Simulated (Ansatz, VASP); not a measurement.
**One calculation of YPt3F2, two programs**

```
CELL_PARAMETERS angstrom
4.90271 0.00000 0.00000
-2.45136 4.24587 0.00000
0.00000 0.00000 5.49882
ATOMIC_POSITIONS crystal
Y 0.00000 0.00000 0.00000
Pt 0.50000 0.00000 0.50000
Pt 0.50000 0.50000 0.50000
Pt 0.00000 0.50000 0.50000
F 0.33333 0.66667 0.00000
F 0.66667 0.33333 0.00000
```

Change from the starting cell: species swapped into the DyB2Ru3 type (P6/mmm, No. 191).

Alike in both runs: task relaxation of cell and atoms; functional PBE; k mesh 6 × 6 × 4; occupations gaussian, width 0.1 eV; no spin polarisation.

```csv
,VASP,Ansatz
version,VASP 6.6.1,Ansatz 0.2.0
potentials or method,"VASP PAW PBE potentials, release 64 (Y_sv, Pt, F), cutoff 600 eV","scalar-relativistic, plane waves, PAW"
valence electrons in the cell,55,79
```

Ansatz gave:

- gap on the k mesh at the Fermi level, each at its own relaxed structure (eV): none
- relaxed volume (Å³/atom): 19.09
- relaxed cell length with the largest relative difference (Å): 5.532

Q: Estimate VASP's values.

A: gap on the k mesh at the Fermi level, each at its own relaxed structure (eV): none; relaxed volume (Å³/atom): 18.95; relaxed cell length with the largest relative difference (Å): 5.499.

A gap of «none» marks a metal or a gap that the smearing closes. VASP's potentials hold 55 valence electrons a cell and Ansatz's 79, so a difference there can come from the potentials and not from the codes.

Spin-orbit coupling is off throughout.
